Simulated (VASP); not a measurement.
**HfB: single point with PBE**

HfB:

```
Hf B
1.0
     0.00000    2.33035    2.33035
     2.33035    0.00000    2.33035
     2.33035    2.33035    0.00000
Hf B
1 1
Direct
  0.50000 0.50000 0.50000
  0.00000 0.00000 0.00000
```

| Property | Result |
| --- | --- |
| Program | VASP 6.6.1 |
| Task | single point |
| Functional | PBE |
| Potentials or basis | VASP PAW PBE potentials, release 64 (Hf_pv, B) |
| Cutoff | 520 eV |
| k mesh | 9 × 9 × 9 |
| Occupations | methfessel-paxton, width 0.1 eV |
| Spin | no spin polarisation |

| Quantity | Value |
| --- | --- |
| Pressure | 23.6 GPa |

Levels at points of the mesh, in eV from the Fermi level:
| k point | band 3 | band 4 | band 5 | band 6 | band 7 | band 8 | band 9 | band 10 |
| --- | --- | --- | --- | --- | --- | --- | --- | --- |
| (0.00, 0.00, 0.00) | -28.39 | -9.44 | 2.23 | 2.23 | 2.23 | 3.93 | 3.93 | 3.93 |

It took 22 s on 1 thread of AMD EPYC 7R43 64-Core Processor (Zen 3), on a shared host, peak memory 0.12 GiB.

Caveat: spin-orbit coupling is left out, which moves the levels of the heavy elements.
